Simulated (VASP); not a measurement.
Here is a VASP 6.6.1 calculation.

Contents of INCAR:

```
PREC = Accurate
ENCUT = 520
EDIFF = 1E-6
ISMEAR = 0
SIGMA = 0.15
LREAL = F
LASPH = T
NELM = 80
ALGO = Normal
ISIF = 2
LWAVE = F
LCHARG = F
GGA = PS
IVDW = 12
NBANDS = 30
```

The input KPOINTS:

```
regular mesh
0
Gamma
  12 12 12
```

Contents of POSCAR:

```
In3Se
1.0
    4.3173354427      0.0000000000      0.0000000000
    0.0000000000      4.3173354427      0.0000000000
    0.0000000000      0.0000000000      5.1808025312
In Se
3 1
Direct
    0.0000000000      0.5000000000      0.5000000000
    0.5000000000      0.0000000000      0.5000000000
    0.5000000000      0.5000000000      0.0000000000
    0.0000000000      0.0000000000      0.0000000000
```

Potentials or basis: VASP PAW PBE potentials, release 64 (In_d, Se).

Launch:

```bash
$ cat potpaw_PBE.64/In_d/POTCAR potpaw_PBE.64/Se/POTCAR > POTCAR
$ mpirun -np 1 vasp_std > vasp.out
```

Question: Predict the dispersion energy per atom.

Answer: -0.370 eV.

Question: Estimate the pressure.

Answer: -0.1 GPa.

Question: What does it give for the band gap on the k mesh?

Answer: Zero (an odd number of electrons rules out a gap without spin polarisation).

Stress tensor (GPa, compression positive):
```
 0.69  0.00  0.00
 0.00  0.69  0.00
 0.00  0.00 -1.62
```

Caveat: the PAW data sets were made with another functional, which shifts forces and pressure a little; spin-orbit coupling is left out, which moves the levels of the heavy elements.
